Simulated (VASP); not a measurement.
Here is a VASP 6.6.1 calculation.

Contents of INCAR:

```
PREC = Accurate ; ENCUT = 520
EDIFF = 1E-6 ; ISMEAR = 0
SIGMA = 0.2 ; LREAL = F
LASPH = T ; NELM = 80
ALGO = Normal ; ISIF = 2
LWAVE = F ; LCHARG = T
GGA = PS ; LELF = T
LVHAR = T ; NBANDS = 24
```

File KPOINTS:

```
Automatic mesh
0
Gamma
  7 7 7
```

Contents of POSCAR:

```
AlNi3
1.0
    0.0000000000      2.8018887551      2.8018887551
    2.8018887551      0.0000000000      2.8018887551
    2.8018887551      2.8018887551      0.0000000000
Al Ni
1 3
Direct
    0.5000000000      0.5000000000      0.5000000000
    0.2500000000      0.2500000000      0.2500000000
    0.0000000000      0.0000000000      0.0000000000
    0.7500000000      0.7500000000      0.7500000000
```

Potentials or basis: VASP PAW PBE potentials, release 64 (Al, Ni).

Run with:

```sh
$ cat potpaw_PBE.64/Al/POTCAR potpaw_PBE.64/Ni/POTCAR > POTCAR
$ mpirun -np 1 vasp_std > vasp.out
```

**Question.** What does it give for the band gap on the k mesh?

**Answer.** Zero (an odd number of electrons rules out a gap without spin polarisation).

**Question.** Predict the pressure.

**Answer.** -0.5 GPa.

Caveat: the PAW data sets were made with another functional, which shifts forces and pressure a little. Spin polarisation is off, so any magnetic state and its effect on volume and gap are missing.
